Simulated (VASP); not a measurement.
# S (Im-3m) in VASP: notebook, part 2 of 2

VASP 6.6.1. The steps go on from the part before.

## 4. Relaxation of cell and atoms, PBE, target pressure 2.3 GPa, at which the enthalpy is minimised

Input file INCAR:

```
SYSTEM = S
PREC = Accurate
ENCUT = 600
EDIFF = 1E-7
ISMEAR = -1
SIGMA = 0.08
LREAL = .FALSE.
LASPH = .TRUE.
NELM = 80
ALGO = Normal
ISIF = 3
LWAVE = .FALSE.
LCHARG = .FALSE.
GGA = PE
IBRION = 2
NSW = 32
EDIFFG = -0.005
PSTRESS = 23.0
```

Input file KPOINTS:

```
regular mesh
0
G
  17 17 17
  0 0 0
```

Input file POSCAR:

```
S
1.0
   -1.5648188828      1.5648188828      1.5648188828
    1.5648188828     -1.5648188828      1.5648188828
    1.5648188828      1.5648188828     -1.5648188828
S
1
Direct
    0.0000000000      0.0000000000      0.0000000000
```

Potentials or basis: VASP PAW PBE potentials, release 64 (S).

Command:

```bash
$ cat potpaw_PBE.64/S/POTCAR > POTCAR
$ mpirun -np 1 vasp_std > vasp.out
```

OUTCAR:

```text
SYSTEM = S
   PREC = Accurate
   ENCUT = 600
   EDIFF = 1E-7
   ISMEAR = -1
   LREAL = .FALSE.
   LASPH = .TRUE.
   NELM = 80
   ISIF = 3
   GGA = PE
   IBRION = 2
   NSW = 32
   EDIFFG = -0.005
   PSTRESS = 23.0

 ion  position               nearest neighbor table
   1  0.000  0.000  0.000-

  LATTYP: Found a body centered cubic cell.
 ALAT       =     3.1296377656

  Lattice vectors:

 A1 = (  -1.5648188828,   1.5648188828,   1.5648188828)
 A2 = (   1.5648188828,  -1.5648188828,   1.5648188828)
 A3 = (   1.5648188828,   1.5648188828,  -1.5648188828)

Analysis of symmetry for initial positions (statically):
=====================================================================
 Subroutine PRICEL returns:
 Original cell was already a primitive cell.

 Routine SETGRP: Setting up the symmetry group for a
 body centered cubic supercell.

 Subroutine GETGRP returns: Found 48 space group operations
 (whereof 48 operations were pure point group operations)
 out of a pool of 48 trial point group operations.

The static configuration has the point symmetry O_h .

Analysis of symmetry for dynamics (positions and initial velocities):
=====================================================================
 Subroutine PRICEL returns:
 Original cell was already a primitive cell.

 Routine SETGRP: Setting up the symmetry group for a
 body centered cubic supercell.

 Subroutine GETGRP returns: Found 48 space group operations
 (whereof 48 operations were pure point group operations)
 out of a pool of 48 trial point group operations.

The dynamic configuration has the point symmetry O_h .

 Subroutine INISYM returns: Found 48 space group operations
 (whereof 48 operations are pure point group operations),
 and found     1 'primitive' translations

[... 161 lines left out ...]

 POSITION                                       TOTAL-FORCE (eV/Angst)
 -----------------------------------------------------------------------------------
      0.00000      0.00000      0.00000         0.000000     -0.000000      0.000000
 -----------------------------------------------------------------------------------
    total drift:                                0.000000     -0.000000      0.000000

  FREE ENERGIE OF THE ION-ELECTRON SYSTEM (eV)
  ---------------------------------------------------
  free  energy   TOTEN  =        -3.0061462717 eV

  energy  without entropy=       -2.9916275219  energy(sigma->0) =       -2.99888690

  enthalpy is  TOTEN    =        -2.7861225638 eV   P V=        0.2200237080

--------------------------------------- Ionic step        2  -------------------------------------------

 number of electron       6.0000000 magnetization

 Free energy of the ion-electron system (eV)
  ---------------------------------------------------
  ext. energy  EPLUGINS =         0.00000000
  ---------------------------------------------------
  free energy    TOTEN  =        -3.00578665 eV

  energy without entropy =       -2.99132467  energy(sigma->0) =       -2.99855566

 E-fermi :   8.1350     XC(G=0): -11.3265

 val. band max:        8.0901706407   @ k =   0.2941   0.2353   0.0588
 cond. band min:       8.1381424785   @ k =   0.3529   0.0588   0.0000
 fundamental gap:      0.0479718378
 Fermi energy:         8.1350351690

 k-point     1 :       0.0000    0.0000    0.0000
  band No.  band energies     occupation
      1      -9.0947      2.00000
      2      11.3526      0.00000
      3      11.3526      0.00000
      4      11.3526      0.00000
      5      20.3811      0.00000
      6      20.3811      0.00000
      7      20.3811      0.00000
[... 221 lines left out ...]
 k-point    24 :       0.1765    0.1765    0.0000
  band No.  band energies     occupation
      1      -6.7690      2.00000
      2       5.0711      2.00000
      3       7.6957      1.99179
      4      10.0641      0.00000
      5      17.7946      0.00000
      6      19.1301      0.00000
      7      23.0625      0.00000

 [... further k-points ...]
[... 5 lines left out ...]
  --------------------------------------------------------------------------------------
  -------------------------------------------------------------------------------------
  Total        0.2227443      0.2227443      0.2227443     -0.0000000     -0.0000000      0.0000000
  in kB       23.3232918     23.3232918     23.3232918     -0.0000000     -0.0000000      0.0000000
  external PRESSURE =       0.3232918 kB  Pullay stress =      23.0000000 kB

 VOLUME and BASIS-vectors are now :
 -----------------------------------------------------------------------------
  energy-cutoff  :      600.00
  volume of cell :       15.30
      direct lattice vectors                 reciprocal lattice vectors
    -1.563948532  1.563948532  1.563948532     0.000000000  0.319703615  0.319703615
     1.563948532 -1.563948532  1.563948532     0.319703615  0.000000000  0.319703615
     1.563948532  1.563948532 -1.563948532     0.319703615  0.319703615  0.000000000

 POSITION                                       TOTAL-FORCE (eV/Angst)
 -----------------------------------------------------------------------------------
      0.00000     -0.00000      0.00000        -0.000000      0.000000     -0.000000
 -----------------------------------------------------------------------------------
    total drift:                                0.000000     -0.000000     -0.000000

  FREE ENERGIE OF THE ION-ELECTRON SYSTEM (eV)
  ---------------------------------------------------
  free  energy   TOTEN  =        -3.0057866475 eV

  energy  without entropy=       -2.9913246703  energy(sigma->0) =       -2.99855566

  enthalpy is  TOTEN    =        -2.7861298663 eV   P V=        0.2196567812

 reached required accuracy - stopping structural energy minimisation
```

CONTCAR:

```text
S
   1.00000000000000
    -1.5639485320720776    1.5639485320720776    1.5639485320720776
     1.5639485320720776   -1.5639485320720776    1.5639485320720776
     1.5639485320720776    1.5639485320720776   -1.5639485320720776
  S
     1
Direct
     0.0000000000000000    0.0000000000000000    0.0000000000000000

  0.00000000E+00  0.00000000E+00  0.00000000E+00
```

Run time: 9.6 s. Hardware: 1 thread of Intel Xeon 6975P-C (Granite Rapids), shared host; peak memory 0.14 GiB.

Results:

| Property | Result |
| --- | --- |
| Free energy | -3.0058 eV |
| Relaxed volume | 15.30 Å³/atom |
| Relaxed cell | a = 2.709 Å, b = 2.709 Å, c = 2.709 Å, α = 109.47°, β = 109.47°, γ = 109.47° |
| Space group after relaxing (to 0.05 Å) | Im-3m (No. 229) |
| Energy change on relaxing (the enthalpy is what falls) | +0.4 meV/atom |
| Ionic steps | 2 |
| Pressure after relaxing | 2.3 GPa |
| Band gap on the k mesh | zero (band 3 reaches 11.35 eV, above the bottom of band 4 at 4.09 eV) |

The path:
| step | energy change (eV) | largest force (eV/Å) | pressure (GPa) | volume (Å³) |
| --- | --- | --- | --- | --- |
| 1 | 0.0000 | 0.0000 | 2.18 | 15.33 |
| 2 | 0.0004 | 0.0000 | 2.33 | 15.30 |

Final structure:
```yaml
crystal:
  lattice:
    - [-1.56395, 1.56395, 1.56395]
    - [1.56395, -1.56395, 1.56395]
    - [1.56395, 1.56395, -1.56395]
  atoms:
    - { symbol: S, position: [0.00000, 0.00000, 0.00000] }
```

Caveat: the cell is relaxed towards a set pressure, so the enthalpy falls and the energy may rise.

## 5. Relaxation of cell and atoms, PBE, target pressure 2.3 GPa, at which the enthalpy is minimised

This run uses another cell than the first one, of 15.46 Å³/atom, 1.009 times its volume.

Input file INCAR:

```
SYSTEM = S
PREC = Accurate
ENCUT = 600
EDIFF = 1E-6
ISMEAR = -1
SIGMA = 0.08
LREAL = .False.
LASPH = .True.
NELM = 80
ALGO = Normal
ISIF = 3
LWAVE = .False.
LCHARG = .False.
GGA = PE
IBRION = 2
NSW = 60
EDIFFG = -0.005
PSTRESS = 23.0
```

Input file KPOINTS:

```
regular mesh
0
Gamma
  17 17 17
  0 0 0
```

Input file POSCAR:

```
S
1.0
   -1.5692866087      1.5692866087      1.5692866087
    1.5692866087     -1.5692866087      1.5692866087
    1.5692866087      1.5692866087     -1.5692866087
S
1
Direct
    0.0000000000      0.0000000000      0.0000000000
```

Potentials or basis: VASP PAW PBE potentials, release 64 (S).

Command:

```bash
$ cat potpaw_PBE.64/S/POTCAR > POTCAR
$ mpirun -np 1 vasp_std > vasp.out
```

OUTCAR:

```text
SYSTEM = S
   PREC = Accurate
   ENCUT = 600
   EDIFF = 1E-6
   ISMEAR = -1
   LREAL = .False.
   LASPH = .True.
   NELM = 80
   ISIF = 3
   GGA = PE
   IBRION = 2
   NSW = 60
   EDIFFG = -0.005
   PSTRESS = 23.0

 ion  position               nearest neighbor table
   1  0.000  0.000  0.000-

  LATTYP: Found a body centered cubic cell.
 ALAT       =     3.1385732174

  Lattice vectors:

 A1 = (  -1.5692866087,   1.5692866087,   1.5692866087)
 A2 = (   1.5692866087,  -1.5692866087,   1.5692866087)
 A3 = (   1.5692866087,   1.5692866087,  -1.5692866087)

Analysis of symmetry for initial positions (statically):
[... 249 lines left out ...]
  ---------------------------------------------------
  ext. energy  EPLUGINS =         0.00000000
  ---------------------------------------------------
  free energy    TOTEN  =        -3.00587387 eV

  energy without entropy =       -2.99140035  energy(sigma->0) =       -2.99863711

 E-fermi :   8.1299     XC(G=0): -11.3249

 val. band max:        8.0854203167   @ k =   0.2941   0.2353   0.0588
 cond. band min:       8.1329178934   @ k =   0.3529   0.0588   0.0000
 fundamental gap:      0.0474975767
 Fermi energy:         8.1299040038

 k-point     1 :       0.0000    0.0000    0.0000
  band No.  band energies     occupation
      1      -9.0963      2.00000
      2      11.3457      0.00000
      3      11.3457      0.00000
      4      11.3457      0.00000
      5      20.3759      0.00000
      6      20.3759      0.00000
      7      20.3759      0.00000
[... 221 lines left out ...]
 k-point    24 :       0.1765    0.1765    0.0000
  band No.  band energies     occupation
      1      -6.7715      2.00000
      2       5.0665      2.00000
      3       7.6911      1.99174
      4      10.0581      0.00000
      5      17.7894      0.00000
      6      19.1242      0.00000
      7      23.0563      0.00000

 [... further k-points ...]
[... 5 lines left out ...]
  --------------------------------------------------------------------------------------
  -------------------------------------------------------------------------------------
  Total        0.2204354      0.2204354      0.2204354      0.0000000      0.0000000      0.0000000
  in kB       23.0738396     23.0738396     23.0738396      0.0000000      0.0000000      0.0000000
  external PRESSURE =       0.0738396 kB  Pullay stress =      23.0000000 kB
[... 20 lines left out ...]
  energy  without entropy=       -2.9914003455  energy(sigma->0) =       -2.99863711

  enthalpy is  TOTEN    =        -2.7861439323 eV   P V=        0.2197299420

 reached required accuracy - stopping structural energy minimisation
```

CONTCAR:

```text
S
   1.00000000000000
    -1.5641221469001565    1.5641221469001565    1.5641221469001565
     1.5641221469001565   -1.5641221469001565    1.5641221469001565
     1.5641221469001565    1.5641221469001565   -1.5641221469001565
  S
     1
Direct
     0.0000000000000000    0.0000000000000000    0.0000000000000000

  0.00000000E+00  0.00000000E+00  0.00000000E+00
```

Wall time 9.9 s (1 thread of Intel Xeon 6975P-C (Granite Rapids), shared host); peak memory 0.14 GiB.

What came out:

```
Free energy                                            : -3.0059 eV
Relaxed volume                                         : 15.31 Å³/atom
Relaxed cell                                           : a = 2.709 Å, b = 2.709 Å, c = 2.709 Å, α = 109.47°, β = 109.47°, γ = 109.47°
Space group after relaxing (to 0.05 Å)                 : Im-3m (No. 229)
Energy change on relaxing (the enthalpy is what falls) : +1.8 meV/atom
Ionic steps                                            : 3
Pressure after relaxing                                : 2.3 GPa
Band gap on the k mesh                                 : zero (band 3 reaches 11.35 eV, above the bottom of band 4 at 4.08 eV)
```

The path:
```csv
step,energy change (eV),largest force (eV/Å),pressure (GPa),volume (Å³)
1,0.0000,0.0000,1.42,15.46
2,0.0023,0.0000,2.53,15.27
3,0.0018,0.0000,2.31,15.31
```

Final structure:
```
S
1.0
    -1.56412    1.56412    1.56412
     1.56412   -1.56412    1.56412
     1.56412    1.56412   -1.56412
S
1
Direct
  0.00000 0.00000 0.00000
```

Caveat: the cell is relaxed towards a set pressure, so the enthalpy falls and the energy may rise.

## 6. The runs side by side

```csv
task,cell,cutoff (eV),gap on the mesh (eV),pressure (GPa)
single point,"a = 2.710 Å, angles 109.5°, 1 atom",520,none,2.1
single point,"a = 2.711 Å, angles 109.5°, 1 atom",520,none,2.1
relaxation of cell and atoms,"relaxed to 2.3 GPa from a = 2.710 Å, angles 109.5°, 1 atom",600,none,2.3
relaxation of cell and atoms,"relaxed to 2.3 GPa from a = 2.718 Å, angles 109.5°, 1 atom",600,none,2.3
```

Alike in all rows: level PBE; potentials or basis VASP PAW PBE potentials, release 64 (S); no spin polarisation; k mesh 17 × 17 × 17; smearing fermi-dirac 0.08 eV.

Caveats: the cell is relaxed towards a set pressure, so the enthalpy falls and the energy may rise (some runs).

Absolute energies hang on the potentials; compare differences alone.
